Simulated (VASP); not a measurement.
Input of a VASP 6.6.1 run:

File INCAR:

```
SYSTEM = TaN
PREC = Accurate ; ENCUT = 520
EDIFF = 1E-6 ; ISMEAR = -1
SIGMA = 0.02 ; LREAL = .False.
LASPH = .True. ; NELM = 80
ALGO = Normal ; ISIF = 2
LWAVE = .False. ; LCHARG = .False.
GGA = PE ; NBANDS = 15
```

File KPOINTS:

```
Automatic mesh
0
Gamma
  12 12 10
  0 0 0
```

The input POSCAR:

```
TaN
1.0
    2.9379988584      0.0000000000      0.0000000000
   -1.4689994292      2.5443816477      0.0000000000
    0.0000000000      0.0000000000      2.8830000000
Ta N
1 1
Direct
    0.3333333333      0.6666666667      0.5000000000
    0.0619934331      0.0453823427      0.0400520291
```

Potentials or basis: VASP PAW PBE potentials, release 64 (Ta_pv, N).

Run with:

```sh
$ cat potpaw_PBE.64/Ta_pv/POTCAR potpaw_PBE.64/N/POTCAR > POTCAR
$ mpirun -np 1 vasp_std > vasp.out
```

Q: Predict the pressure.

A: 11.7 GPa.

Q: What does it give for the band gap on the k mesh?

A: Zero (band 8 reaches 8.57 eV, above the bottom of band 9 at 8.26 eV).

Stress tensor (GPa, compression positive):
```
 7.16 -1.53  3.53
-1.53 12.97  4.80
 3.53  4.80 14.96
```

Caveat: the cell differs from its parent crystal (atom 2 (N) moved by [0.11547, 0.11547, 0.11547] A); spin-orbit coupling is left out, which moves the levels of the heavy elements; forces of over 1 eV/Å act on the atoms, so gaps and moduli don't describe the material at rest.
